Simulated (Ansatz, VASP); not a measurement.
# One calculation of Hf3ZrS8, two programs

```
Zr Hf S
1.0
     7.32619    0.00000    0.00000
    -3.66310    6.34467    0.00000
     0.00000    0.00000    6.58792
Zr Hf S
1 3 8
Direct
  0.00000 0.00000 0.00000
  0.00000 0.50000 0.00000
  0.50000 0.00000 0.00000
  0.50000 0.50000 0.00000
  0.33554 0.16777 0.78061
  0.33333 0.66667 0.78113
  0.83223 0.16777 0.78061
  0.83223 0.66446 0.78061
  0.16777 0.33554 0.21939
  0.16777 0.83223 0.21939
  0.66667 0.33333 0.21887
  0.66446 0.83223 0.21939
```

Alike in both runs: functional PBE; k mesh 3 × 3 × 4; occupations gaussian, width 0.1 eV; no spin polarisation.

Ansatz relaxed the structure, and its values are those at the end. VASP's run is a single point on that final structure, the one shown.

|  | VASP | Ansatz |
| --- | --- | --- |
| version | VASP 6.6.1 | Ansatz 0.2.0 |
| potentials or method | VASP PAW PBE potentials, release 64 (Zr_sv, Hf_pv, S), cutoff 520 eV | scalar-relativistic, plane waves, PAW |
| valence electrons in the cell | 90 | 138 |

|  | VASP | Ansatz | Ansatz less VASP |
| --- | --- | --- | --- |
| gap on the k mesh at the Fermi level (eV) | 1.18 | 1.17 | -0.010 |
| least direct gap on the mesh (eV) | 1.22 | 1.21 | -0.010 |
| pressure (GPa) | -0.3 | 0.1 | +0.39 |
| rms of the force components (eV/Å) | 0.027 | 0.001 | -0.0262 |

VASP's potentials hold 90 valence electrons a cell and Ansatz's 138, so a difference there can come from the potentials and not from the codes.

Spin-orbit coupling is off throughout.
